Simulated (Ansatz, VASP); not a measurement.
**Cs2SnI6 in VASP and in Ansatz**

The input INCAR:

```
SYSTEM = Cs2SnI6
PREC = Accurate
ENCUT = 500
EDIFF = 1E-6
ISMEAR = 0
SIGMA = 0.01
LREAL = .False.
LASPH = .True.
NELM = 120
ALGO = Normal
ISIF = 2
LWAVE = .False.
LCHARG = .False.
GGA = PE
NBANDS = 47
GGA_COMPAT = .False.
```

Contents of KPOINTS:

```
Automatic mesh
0
Gamma
  4 4 4
  0 0 0
```

POSCAR

```
Cs2SnI6
1.0
    0.0000000000      5.9203882949      5.9203882949
    5.9203882949      0.0000000000      5.9203882949
    5.9203882949      5.9203882949      0.0000000000
Cs Sn I
2 1 6
Direct
    0.2500000000      0.2500000000      0.2500000000
    0.7500000000      0.7500000000      0.7500000000
    0.0000000000      0.0000000000      0.0000000000
    0.2436476537      0.7563523463      0.7563523463
    0.2436476537      0.7563523463      0.2436476537
    0.7563523463      0.2436476537      0.7563523463
    0.7563523463      0.2436476537      0.2436476537
    0.7563523463      0.7563523463      0.2436476537
    0.2436476537      0.2436476537      0.7563523463
```

Input for Ansatz:

```yaml
crystal:
  lattice:
    - [0.0, 5.9203882949, 5.9203882949]
    - [5.9203882949, 0.0, 5.9203882949]
    - [5.9203882949, 5.9203882949, 0.0]
  atoms:
    - { symbol: Cs, position: [0.25, 0.25, 0.25] }
    - { symbol: Cs, position: [0.75, 0.75, 0.75] }
    - { symbol: Sn, position: [0.0, 0.0, 0.0] }
    - { symbol: I, position: [0.2436476537, 0.7563523463, 0.7563523463] }
    - { symbol: I, position: [0.2436476537, 0.7563523463, 0.2436476537] }
    - { symbol: I, position: [0.7563523463, 0.2436476537, 0.7563523463] }
    - { symbol: I, position: [0.7563523463, 0.2436476537, 0.2436476537] }
    - { symbol: I, position: [0.7563523463, 0.7563523463, 0.2436476537] }
    - { symbol: I, position: [0.2436476537, 0.2436476537, 0.7563523463] }
kpoints:
  mp_grid: { grid: [4, 4, 4] }
  band_path:
    path:
      - [0.0, 0.0, 0.0]
      - [0.5, 0.0, 0.5]
      - [0.625, 0.25, 0.625]
      - [0.375, 0.375, 0.75]
      - [0.5, 0.5, 0.5]
      - [0.5, 0.25, 0.75]
    npoints: 1
hamiltonian:
  xc: pbe
scf:
  occupations: { method: fixed }
  n_extra_bands: 6
output:
  forces: true
  stress: true
  eigenvalues: true
```

Alike in both runs: task single point; functional PBE; k mesh 4 × 4 × 4; no spin polarisation.

|  | VASP | Ansatz |
| --- | --- | --- |
| version | VASP 6.6.1 | Ansatz 0.2.0 |
| potentials or method | VASP PAW PBE potentials, release 64 (Cs_sv, Sn_d, I) | plane waves, PAW |
| plane-wave cutoff (eV) | 500 | 420 |
| occupations | gaussian, width 0.01 eV | fixed |
| valence electrons in the cell | 74 | 134 |

Ansatz gave:

* gap on the k mesh at the Fermi level (eV): 0.20
* pressure (GPa): 0.6
* rms of the force components (eV/Å): 0.054

Problem. What did VASP give for the same quantities?

Solution. gap on the k mesh at the Fermi level (eV): 0.21; pressure (GPa): 0.6; rms of the force components (eV/Å): 0.055.

Atom by atom the forces differ by 0.000 eV/Å (rms over components). VASP's potentials hold 74 valence electrons a cell and Ansatz's 134, so a difference there can come from the potentials and not from the codes.

Spin-orbit coupling is off throughout.
